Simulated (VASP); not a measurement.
A run of VASP 6.6.1 is set up as follows.

INCAR

```
PREC = Accurate
ENCUT = 520
EDIFF = 1E-7
ISMEAR = -1
SIGMA = 0.03
LREAL = F
LASPH = T
NELM = 100
ALGO = Normal
ISIF = 2
LWAVE = F
LCHARG = F
GGA = PE
NBANDS = 12
```

File KPOINTS:

```
Automatic mesh
0
Gamma
  15 15 15
```

POSCAR

```
Ag
1.0
    0.0000000000      2.0017471726      2.0017471726
    2.0017471726      0.0000000000      2.0017471726
    2.0017471726      2.0017471726      0.0000000000
Ag
1
Direct
    0.0000000000      0.0000000000      0.0000000000
```

Potentials or basis: VASP PAW PBE potentials, release 64 (Ag).

Command:

```sh
$ cat potpaw_PBE.64/Ag/POTCAR > POTCAR
$ mpirun -np 1 vasp_std > vasp.out
```

Task: What does it give for the pressure?

Result: 12.8 GPa.
